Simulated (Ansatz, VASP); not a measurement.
# WSe2: VASP beside Ansatz

Contents of INCAR:

```
SYSTEM = WSe2
PREC = Accurate
ENCUT = 520
EDIFF = 1E-6
ISMEAR = 0
SIGMA = 0.05
LREAL = .FALSE.
LASPH = .TRUE.
NELM = 60
ALGO = Normal
ISIF = 2
LWAVE = .FALSE.
LCHARG = .TRUE.
GGA = PE
LELF = .TRUE.
LVHAR = .TRUE.
NBANDS = 20
```

Contents of KPOINTS:

```
Automatic mesh
0
G
  12 12 2
  0 0 0
```

POSCAR

```
WSe2
1.0
    3.3179375931      0.0000000000      0.0000000000
   -1.6589687966      2.8734182438      0.0000000000
    0.0000000000      0.0000000000     16.6581424200
W Se
1 2
Direct
    0.0000000000      0.0000000000      0.0000000000
    0.3333333300      0.6666666700      0.0997865200
    0.3333333300      0.6666666700      0.9002134800
```

Input for Ansatz:

```yaml
crystal:
  lattice:
    - [3.3179375931, 0.0, 0.0]
    - [-1.6589687966, 2.8734182438, 0.0]
    - [0.0, 0.0, 16.65814242]
  atoms:
    - { symbol: W, position: [0.0, 0.0, 0.0] }
    - { symbol: Se, position: [0.33333333, 0.66666667, 0.09978652] }
    - { symbol: Se, position: [0.33333333, 0.66666667, 0.90021348] }
basis:
  ecutwfc: 420
  fft_grid_basis: typed
kpoints:
  mp_grid: { grid: [12, 12, 2] }
hamiltonian:
  xc: pbe
scf:
  occupations: { method: gaussian, width: 0.05 }
  n_extra_bands: 6
output:
  forces: true
  stress: false
  eigenvalues: true
  bader: false
  write_density: false
  volumetric_format: npy
  band_densities:
    - { e_range: [-1.36, -0.75] }
    - { e_range: [0.75, 1.36] }
    - { e_range: [-7.08, -4.96] }
    - { e_range: [-4.96, -2.86] }
    - { e_range: [-7.09, -0.73] }
    - { e_range: [-15.53, -13.13] }
  dos:
    e_range: [-30, 8]
    de: 0.02
    method: { smearing: { sigma: 0.03, scheme: gaussian } }
    projected: { site_lists: { Se: [Se], W: [W] } }
checkpoint:
  read: start.run
  write: ck
  compress: false
  write_wavefunctions: false
  write_every: 100000
```

Alike in both runs: task single point; functional PBE; k mesh 12 × 12 × 2; occupations gaussian, width 0.05 eV; no spin polarisation.

|  | VASP | Ansatz |
| --- | --- | --- |
| version | VASP 6.6.1 | Ansatz 0.2.0 |
| potentials or method | VASP PAW PBE potentials, release 64 (W_sv, Se), cutoff 520 eV | scalar-relativistic, plane waves, PAW |
| valence electrons in the cell | 26 | 46 |

Ansatz gave:

| Item | Value |
| --- | --- |
| gap on the k mesh at the Fermi level (eV) | 1.53 |
| rms of the force components (eV/Å) | 0.138 |

Estimate VASP's values.

gap on the k mesh at the Fermi level (eV): 1.52; rms of the force components (eV/Å): 0.160.

Atom by atom the forces differ by 0.022 eV/Å (rms over components). The functional is the same, so the differences come from potentials, cutoffs and numerics. VASP's potentials hold 26 valence electrons a cell and Ansatz's 46, so a difference there can come from the potentials and not from the codes.

Neither program's run includes spin-orbit coupling.
